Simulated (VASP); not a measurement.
A run of VASP 6.6.1 is set up as follows.

INCAR

```
SYSTEM = BaCu3
ALGO = Fast
EDIFF = 1E-7
ENCUT = 520
GGA = PS
ISIF = 2
ISMEAR = 0
LASPH = .TRUE.
LCHARG = .TRUE.
LELF = .TRUE.
LREAL = .FALSE.
LVHAR = .TRUE.
LWAVE = .FALSE.
NBANDS = 30
NELM = 80
PREC = Accurate
SIGMA = 0.05
```

File KPOINTS:

```
k-points
0
G
  8 8 8
  0 0 0
```

File POSCAR:

```
BaCu3
1.0
    4.3741598387      0.0000000000      0.0000000000
    0.0000000000      4.3741598387      0.0000000000
    0.0000000000      0.0000000000      4.3741598387
Ba Cu
1 3
Direct
    0.0000000000      0.0000000000      0.0000000000
    0.0000000000      0.5000000000      0.5000000000
    0.5000000000      0.5000000000      0.0000000000
    0.5000000000      0.0000000000      0.5000000000
```

Potentials or basis: VASP PAW PBE potentials, release 64 (Ba_sv, Cu).

Command:

```sh
$ cat potpaw_PBE.64/Ba_sv/POTCAR potpaw_PBE.64/Cu/POTCAR > POTCAR
$ mpirun -np 1 vasp_std > vasp.out
```

(1) What does it give for the pressure?

Results:

(1) -0.7 GPa.

Caveat: the PAW data sets were made with another functional, which shifts forces and pressure a little.
